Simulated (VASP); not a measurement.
A run of VASP 6.6.1 is set up as follows.

File INCAR:

```
PREC = Accurate
ENCUT = 520
EDIFF = 1E-7
ISMEAR = -1
SIGMA = 0.05
LREAL = False
LASPH = True
NELM = 100
ALGO = Normal
ISIF = 2
LWAVE = False
LCHARG = False
NBANDS = 16
```

Contents of KPOINTS:

```
Automatic mesh
0
Gamma
  7 7 7
```

POSCAR

```
HgTe
1.0
    0.0000000000      3.2357886999      3.2357886999
    3.2357886999      0.0000000000      3.2357886999
    3.2357886999      3.2357886999      0.0000000000
Hg Te
1 1
Direct
    0.0000000000      0.0000000000      0.0000000000
    0.7500000000      0.7500000000      0.7500000000
```

Potentials or basis: VASP PAW LDA potentials, release 64 (Hg, Te).

Run with:

```sh
$ cat potpaw_LDA.64/Hg/POTCAR potpaw_LDA.64/Te/POTCAR > POTCAR
$ mpirun -np 1 vasp_std > vasp.out
```

Problem. Estimate the pressure.

Solution. -0.5 GPa.

Problem. Estimate the band gap on the k mesh.

Solution. Zero (filled and empty bands touch).

Caveat: semilocal functionals underestimate gaps, and a narrow one can read as zero; spin-orbit coupling is left out, which moves the levels of the heavy elements.
